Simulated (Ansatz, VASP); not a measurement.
B2AsH2 in VASP and in Ansatz

```
B H As
1.0
     4.37049    0.00000    0.00000
    -2.18525    3.78496    0.00000
     0.00000    0.00000    3.95570
B H As
2 2 1
Direct
  0.33333 0.66667 0.50000
  0.66667 0.33333 0.50000
  0.00000 0.00000 0.14179
  0.00000 0.00000 0.85821
  0.00000 0.00000 0.50000
```

Alike in both runs: task single point; functional PBE; k mesh 6 × 6 × 4; occupations gaussian, width 0.1 eV; no spin polarisation.

```csv
,VASP,Ansatz
version,VASP 6.6.1,Ansatz 0.2.0
potentials or method,"VASP PAW PBE potentials, release 64 (B, H, As), cutoff 520 eV","scalar-relativistic, plane waves, PAW"
valence electrons in the cell,13,23
```

VASP gave:

* gap on the k mesh at the Fermi level (eV): none
* pressure (GPa): -2.9
* traceless stress, the component that is largest in VASP (GPa): 28.87
* rms of the force components (eV/Å): 1.441

**Question.** Which values does Ansatz return?

**Answer.** gap on the k mesh at the Fermi level (eV): none; pressure (GPa): -3.2; traceless stress, the component that is largest in VASP (GPa): 28.30; rms of the force components (eV/Å): 1.392.

Atom by atom the forces differ by 0.049 eV/Å (rms over components). A gap of «none» marks a metal or a gap that the smearing closes. With one functional, cell and mesh, what is left measures potentials, basis and numerics. VASP's potentials hold 13 valence electrons a cell and Ansatz's 23, so a difference there can come from the potentials and not from the codes.

The k mesh is coarse, so the values compare programs but aren't converged.
